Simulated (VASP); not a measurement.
The system is PtS2.

```
CELL_PARAMETERS angstrom
3.54874 0.00000 0.00000
-1.77437 3.07330 0.00000
0.00000 0.00000 5.59707
ATOMIC_POSITIONS crystal
Pt 0.00000 0.00000 0.00000
S 0.66667 0.33333 0.77966
S 0.33333 0.66667 0.22034
```

| Quantity | Value |
| --- | --- |
| Program | VASP 6.6.1 |
| Task | relaxation of cell and atoms |
| Functional | PBE |
| Dispersion | D3(BJ) |
| Potentials or basis | VASP PAW PBE potentials, release 64 (Pt, S) |
| Cutoff | 600 eV |
| k mesh | 9 × 9 × 6 |
| Occupations | gaussian, width 0.02 eV |
| Spin | no spin polarisation |

At the start: pressure -1.1 GPa; volume 20.35 Å³/atom.

Question: Where does the relaxation end?

Answer: Over 13 steps the energy falls by 32.7 meV/atom and the volume is 17.26 Å³/atom (-15.2 %); space group P-3m1 (No. 164, to 0.05 Å).

Step by step:
```tsv
step	energy change (eV)	largest force (eV/Å)	pressure (GPa)	volume (Å³)
1	0.0000	0.0578	-1.14	61.04
2	-0.0042	0.3229	1.08	59.78
3	-0.0046	0.2653	0.59	60.04
4	-0.0096	0.2710	0.58	59.73
5	-0.0240	0.2907	0.59	58.79
6	-0.0494	0.3427	0.76	56.87
7	-0.0776	0.4926	1.96	52.94
8	-0.0889	0.2420	-0.15	53.01
9	-0.0901	0.1251	-1.13	53.05
10	-0.0938	0.0714	-0.99	52.73
11	-0.0976	0.0648	-0.60	51.93
12	-0.0980	0.0248	0.32	51.69
13	-0.0980	0.0029	0.04	51.77
```

Final structure:
```
Pt S
1.0
     3.57966    0.00000    0.00000
    -1.78983    3.10008    0.00000
     0.00000    0.00000    4.66477
Pt S
1 2
Direct
  0.00000 0.00000 0.00000
  0.66667 0.33333 0.74174
  0.33333 0.66667 0.25826
```

Caveat: the volume moved by over 15 % at a fixed basis, so the end points are rough.
